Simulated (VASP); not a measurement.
# IrRu3 (P-6m2) in VASP: single point with LDA

Aim: the single point of IrRu3 with LDA.

Everything below comes from runs of VASP 6.6.1. Logs are shortened: lines on timing, memory, paths and dates and some standing lists are left out, and cuts for length are marked.

## (1) The cell of the first run

Symmetry: P-6m2, No. 187, hexagonal system. The conventional cell has a = 2.729 Å, b = 2.729 Å, c = 8.648 Å, α = 90.00°, β = 90.00°, γ = 120.00°. Ru (site symmetry 3m) has 9 Ru at 2.64 to 2.73 Å and 3 Ir at 2.71 Å within 3.5 Å. Within 3.5 Å of Ru (site symmetry -6m2) lie 12 Ru at 2.64 to 2.73 Å. Ir (site symmetry -6m2) has 6 Ru at 2.71 Å and 6 Ir at 2.73 Å within 3.6 Å.

## (2) Single point, LDA

POSCAR

```
IrRu3
1.0
    2.7285592552      0.0000000000      0.0000000000
   -1.3642796276      2.3630016308      0.0000000000
    0.0000000000      0.0000000000      8.6480658071
Ru Ir
3 1
Direct
    0.3333333333      0.6666666667      0.2549333504
    0.3333333333      0.6666666667      0.7450666496
    0.6666666667      0.3333333333      0.5000000000
    0.6666666667      0.3333333333      0.0000000000
```

INCAR.step1

```
SYSTEM = IrRu3
PREC = Accurate
ENCUT = 400
EDIFF = 1E-6
ISMEAR = 0
SIGMA = 0.1
LREAL = .FALSE.
LASPH = .TRUE.
NELM = 120
ALGO = Normal
ISIF = 2
LWAVE = .FALSE.
LCHARG = .TRUE.
LMAXMIX = 4
GGA = CA
NBANDS = 34
GGA_COMPAT = .FALSE.
NEDOS = 2001
LORBIT = 11
```

KPOINTS.step1

```
regular mesh
0
G
  18 18 6
  0 0 0
```

INCAR.step2

```
SYSTEM = IrRu3
PREC = Accurate
ENCUT = 400
EDIFF = 1E-6
ISMEAR = -5
SIGMA = 0.1
LREAL = .FALSE.
LASPH = .TRUE.
NELM = 120
ALGO = Normal
ISIF = 2
LWAVE = .FALSE.
LCHARG = .FALSE.
LMAXMIX = 4
GGA = CA
LORBIT = 11
NEDOS = 1001
ICHARG = 11
GGA_COMPAT = .FALSE.
```

KPOINTS.step2

```
regular mesh
0
G
  27 27 9
  0 0 0
```

Potentials or basis: VASP PAW LDA potentials, release 64 (Ru_pv, Ir).

Command:

```bash
> cat potpaw_LDA.64/Ru_pv/POTCAR potpaw_LDA.64/Ir/POTCAR > POTCAR
> cp INCAR.step1 INCAR
> cp KPOINTS.step1 KPOINTS
> mpirun -np 1 vasp_std > vasp.out
> cp INCAR.step2 INCAR
> cp KPOINTS.step2 KPOINTS
> mpirun -np 1 vasp_std > vasp.out
```

OUTCAR:

```text
SYSTEM = IrRu3
   PREC = Accurate
   ENCUT = 400
   EDIFF = 1E-6
   ISMEAR = -5
   LREAL = .FALSE.
   LASPH = .TRUE.
   NELM = 120
   ISIF = 2
   GGA = CA
   LORBIT = 11
   ICHARG = 11

 ion  position               nearest neighbor table
   1  0.333  0.667  0.255-   3 2.64   3 2.64   3 2.64   4 2.71   4 2.71   4 2.71
   2  0.333  0.667  0.745-   3 2.64   3 2.64   3 2.64   4 2.71   4 2.71   4 2.71
   3  0.667  0.333  0.500-   1 2.64   2 2.64   1 2.64   2 2.64   1 2.64   2 2.64
   4  0.667  0.333  0.000-   1 2.71   2 2.71   1 2.71   2 2.71   1 2.71   2 2.71

  LATTYP: Found a hexagonal cell.
 ALAT       =     2.7285592552
 C/A-ratio  =     3.1694623419

  Lattice vectors:

 A1 = (   2.7285592552,   0.0000000000,   0.0000000000)
 A2 = (  -1.3642796276,   2.3630016308,   0.0000000000)
 A3 = (   0.0000000000,   0.0000000000,   8.6480658071)

Analysis of symmetry for initial positions (statically):
=====================================================================
 Subroutine PRICEL returns:
 Original cell was already a primitive cell.

 Routine SETGRP: Setting up the symmetry group for a
 hexagonal supercell.

 Subroutine GETGRP returns: Found 12 space group operations
 (whereof 12 operations were pure point group operations)
 out of a pool of 24 trial point group operations.

The static configuration has the point symmetry D_3h.

Analysis of symmetry for dynamics (positions and initial velocities):
=====================================================================
 Subroutine PRICEL returns:
 Original cell was already a primitive cell.

 Routine SETGRP: Setting up the symmetry group for a
 hexagonal supercell.

 Subroutine GETGRP returns: Found 12 space group operations
 (whereof 12 operations were pure point group operations)
 out of a pool of 24 trial point group operations.

The dynamic configuration has the point symmetry D_3h.

 Subroutine INISYM returns: Found 12 space group operations
 (whereof 12 operations are pure point group operations),
 and found     1 'primitive' translations

----------------------------------------------------------------------------------------

                                     Primitive cell

  volume of cell :      55.7592

  direct lattice vectors                    reciprocal lattice vectors
     2.728559255  0.000000000  0.000000000     0.366493782  0.211595284  0.000000000
    -1.364279628  2.363001631  0.000000000     0.000000000  0.423190567  0.000000000
     0.000000000  0.000000000  8.648065807     0.000000000  0.000000000  0.115632793
[... 100 lines left out ...]
   PSTRESS=    0.0 pullay stress
   NELECT =      51.0000    total number of electrons
   NUPDOWN=      -1.0000    fix difference up-down
   EMIN   =  10.00;   EMAX   =-10.00  energy-range for DOS
   EFERMI =   0.00;   METHOD = LEGACY
   ISMEAR =    -5;   SIGMA  =   0.10  broadening in eV -4-tet -1-fermi 0-gaus
   EFERMI_NEDOS =   21; number of points for ismear=-14 and -15
   IALGO  =     38    algorithm
   IMIX   =      4    mixing-type and parameters
     AMIX     =   0.40;   BMIX     =  1.00
     AMIX_MAG =   1.60;   BMIX_MAG =  1.00
  volume/ion in A,a.u.               =      13.94        94.07
  Fermi-wavevector in a.u.,A,eV,Ry     =   1.589130  3.003020 34.359257  2.525334
  Thomas-Fermi vector in A             =   2.688027
   LORBIT       =     11    0 simple, 1 ext, 2 COOP (PROOUT), +10 PAW based schemes
   GGA     = CA    functional components
   LHFCALC =     F    Hartree Fock is set to
   AEXX    =    0.0000 exact exchange contribution
   IVDW    =     0    specifies the selected vdW correction
   LEPSILON=     F    determine dielectric tensor
   LRPA    =     F    only Hartree local field effects (RPA)
 non-spin polarized calculation
 Fermi weights with tetrahedron method with Bloechl corrections
  energy-cutoff  :      400.00
  volume of cell :       55.76
 maximum number of plane-waves:      1039
 NGX is ok and might be reduce to    18

 number of electron      50.9999966 magnetization

 Free energy of the ion-electron system (eV)
  ---------------------------------------------------
  ext. energy  EPLUGINS =         0.00000000
  ---------------------------------------------------
  free energy    TOTEN  =       -42.41008051 eV

  energy without entropy =      -42.41008051  energy(sigma->0) =      -42.41008051

 E-fermi :  11.8545     XC(G=0): -14.2237

 val. band max:       11.8921855280   @ k =   0.0370  -0.0000   0.0000
 cond. band min:      11.8308469865   @ k =   0.2963   0.0000   0.3333
 fundamental gap:     -0.0613385415
 Fermi energy:        11.8544799002

 k-point     1 :       0.0000    0.0000    0.0000
  band No.  band energies     occupation
      1     -31.5527      2.00000
      2     -31.1338      2.00000
      3     -30.7550      2.00000
      4     -30.7550      2.00000
      5     -30.7179      2.00000
      6     -30.6719      2.00000
[... 781 lines left out ...]
     29      13.4264      0.00000
     30      13.4655      0.00000

 [... further k-points ...]

------------------------ aborting loop because EDIFF is reached ----------------------------------------

  FORCE on cell =-STRESS in cart. coord.  units (eV):
  Direction    XX          YY          ZZ          XY          YZ          ZX
  --------------------------------------------------------------------------------------
  -------------------------------------------------------------------------------------
  Total       -5.4097586     -5.4097586     -5.5265670      0.0000000     -0.0000000     -0.0000000
  in kB     -155.4433223   -155.4433223   -158.7996799      0.0000000     -0.0000000     -0.0000000
  external PRESSURE =    -156.5621081 kB  Pullay stress =       0.0000000 kB

 VOLUME and BASIS-vectors are now :
 -----------------------------------------------------------------------------
  energy-cutoff  :      400.00
  volume of cell :       55.76
      direct lattice vectors                 reciprocal lattice vectors
     2.728559255  0.000000000  0.000000000     0.366493782  0.211595284  0.000000000
    -1.364279628  2.363001631  0.000000000     0.000000000  0.423190567  0.000000000
     0.000000000  0.000000000  8.648065807     0.000000000  0.000000000  0.115632793

 POSITION                                       TOTAL-FORCE (eV/Angst)
 -----------------------------------------------------------------------------------
     -0.00000      1.57533      2.20468        -0.000000      0.000000      0.061020
     -0.00000      1.57533      6.44339        -0.000000      0.000000     -0.061020
      1.36428      0.78767      4.32403        -0.000000      0.000000      0.000000
      1.36428      0.78767      0.00000         0.000000     -0.000000      0.000000
 -----------------------------------------------------------------------------------
    total drift:                                0.001971     -0.001138     -0.000000

  FREE ENERGIE OF THE ION-ELECTRON SYSTEM (eV)
  ---------------------------------------------------
  free  energy   TOTEN  =       -42.4100805091 eV

  energy  without entropy=      -42.4100805091  energy(sigma->0) =      -42.41008051

 total charge

# of ion       s       p       d       tot
------------------------------------------
    1        0.390   6.304   5.937  12.631
    2        0.390   6.304   5.937  12.631
    3        0.404   6.317   5.927  12.648
    4        0.693   0.718   6.954   8.365
--------------------------------------------------
tot          1.876  19.643  24.756  46.275
```

OUTCAR.step1:

```text
SYSTEM = IrRu3
   PREC = Accurate
   ENCUT = 400
   EDIFF = 1E-6
   ISMEAR = 0
   LREAL = .FALSE.
   LASPH = .TRUE.
   NELM = 120
   ISIF = 2
   GGA = CA
[... 1120 lines left out ...]
    total drift:                                0.000000     -0.000000     -0.000000

  FREE ENERGIE OF THE ION-ELECTRON SYSTEM (eV)
  ---------------------------------------------------
  free  energy   TOTEN  =       -42.4274496057 eV

  energy  without entropy=      -42.4172602989  energy(sigma->0) =      -42.42235495

 total charge

# of ion       s       p       d       tot
------------------------------------------
    1        0.390   6.304   5.933  12.627
    2        0.390   6.304   5.933  12.627
    3        0.404   6.318   5.928  12.650
    4        0.693   0.719   6.955   8.368
--------------------------------------------------
tot          1.877  19.646  24.750  46.272
```

Run time: 4.1 min. Hardware: 1 thread of Oxide Virtual Turin-like, shared host; peak memory 0.43 GiB.

Results:

| Property | Result |
| --- | --- |
| Valence electrons inside the program's atomic spheres | Ru 12.63, 12.65 (each value once); Ir 8.37 |

Levels at points of the mesh, in eV from the Fermi level:
| k point | band 21 | band 22 | band 23 | band 24 | band 25 | band 26 | band 27 | band 28 | band 29 | band 30 |
| --- | --- | --- | --- | --- | --- | --- | --- | --- | --- | --- |
| (0.00, 0.00, 0.00) | -2.77 | -2.50 | -2.11 | -2.11 | -1.71 | -1.71 | 0.13 | 0.13 | 0.34 | 0.34 |

Caveat: spin-orbit coupling is left out, which moves the levels of the heavy elements.
